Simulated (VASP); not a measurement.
Wanted: the native input for a VASP 6.6.1 run.

```yaml
Task: single point
Functional: PBE
Potentials_or_basis: VASP PAW PBE potentials, release 64 (Zr_sv, Sb)
Cutoff: 520 eV
k_mesh: 4 × 4 × 4
Occupations: gaussian, width 0.1 eV
Spin: no spin polarisation
Dipole_correction: no
Further_INCAR_settings: ALGO = Normal; EDIFF = 1e-06; NBANDS = 37
```

The structure of Zr3Sb4 lies in POSCAR:

```
Zr3Sb4
1.0
    5.7251568700      0.0000000000      0.0000000000
    0.0000000000      5.7251568700      0.0000000000
    0.0000000000      0.0000000000      5.7251568700
Zr Sb
3 4
Direct
    0.0000000000      0.0000000000      0.5000000000
    0.5000000000      0.0000000000      0.0000000000
    0.0000000000      0.5000000000      0.0000000000
    0.2842946100      0.7157053900      0.2842946100
    0.7157053900      0.2842946100      0.2842946100
    0.2842946100      0.2842946100      0.7157053900
    0.7157053900      0.7157053900      0.7157053900
```

The cell was generated, and may not be a known phase.

The input as run:

INCAR

```
PREC     = Accurate       # precision mode
ENCUT    = 520            # plane-wave cutoff, eV
EDIFF    = 1E-6           # SCF threshold, eV
ISMEAR   = 0              # smearing method
SIGMA    = 0.1            # smearing width, eV
LREAL    = False          # projectors in reciprocal space
LASPH    = True           # aspherical terms in the spheres
NELM     = 60             # most SCF steps
ALGO     = Normal         # electronic algorithm
ISIF     = 2              # what is computed and relaxed
LWAVE    = False          # write WAVECAR
LCHARG   = True           # write CHGCAR
GGA      = PE             # functional
LELF     = True           # ELF
LVHAR    = True         
NBANDS   = 37             # bands
```

KPOINTS

```
Automatic mesh
0
Gamma
  4 4 4
```

Potentials or basis: VASP PAW PBE potentials, release 64 (Zr_sv, Sb).

Command:

```bash
$ cat potpaw_PBE.64/Zr_sv/POTCAR potpaw_PBE.64/Sb/POTCAR > POTCAR
$ mpirun -np 1 vasp_std > vasp.out
```

It gave:

| Item | Value |
| --- | --- |
| Pressure | 20.9 GPa |
| Largest force | 2.021 eV/Å |
| Band gap on the k mesh | 0.30 eV (least direct gap 0.44 eV) |

Caveat: the cell stands under pressure; semilocal functionals underestimate gaps, and a narrow one can read as zero; spin-orbit coupling is left out, which moves the levels of the heavy elements; forces of over 1 eV/Å act on the atoms, so gaps and moduli don't describe the material at rest.

It took 50 s on 1 thread of Intel(R) Xeon(R) 6975P-C (Granite Rapids), with other jobs on the host, peak memory 0.33 GiB.
